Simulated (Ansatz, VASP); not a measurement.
## One calculation of PbI2, two programs

```
CELL_PARAMETERS angstrom
4.56408 0.00000 0.00000
-2.28204 3.95261 0.00000
0.00000 0.00000 7.04751
ATOMIC_POSITIONS crystal
Pb 0.00000 0.00000 0.00000
I 0.33333 0.66667 0.26671
I 0.66667 0.33333 0.73329
```

Alike in both runs: task single point; functional PBE; k mesh 6 × 6 × 4; occupations fermi-dirac, width 0.02 eV; no spin polarisation.

|  | VASP | Ansatz |
| --- | --- | --- |
| version | VASP 6.6.1 | Ansatz 0.2.0 |
| potentials or method | VASP PAW PBE potentials, release 64 (Pb_d, I) | plane waves, PAW |
| plane-wave cutoff (eV) | 500 | 420 |
| valence electrons in the cell | 28 | 48 |

VASP gave:

| Quantity | Value |
| --- | --- |
| gap on the k mesh at the Fermi level (eV) | 2.23 |
| pressure (GPa) | 1.2 |
| rms of the force components (eV/Å) | 0.022 |

Question: Estimate Ansatz's values.

Answer: gap on the k mesh at the Fermi level (eV): 2.23; pressure (GPa): 1.3; rms of the force components (eV/Å): 0.022.

Atom by atom the forces differ by 0.000 eV/Å (rms over components). With one functional, cell and mesh, what is left measures potentials, basis and numerics. VASP's potentials hold 28 valence electrons a cell and Ansatz's 48, so a difference there can come from the potentials and not from the codes.

Neither program's run includes spin-orbit coupling.
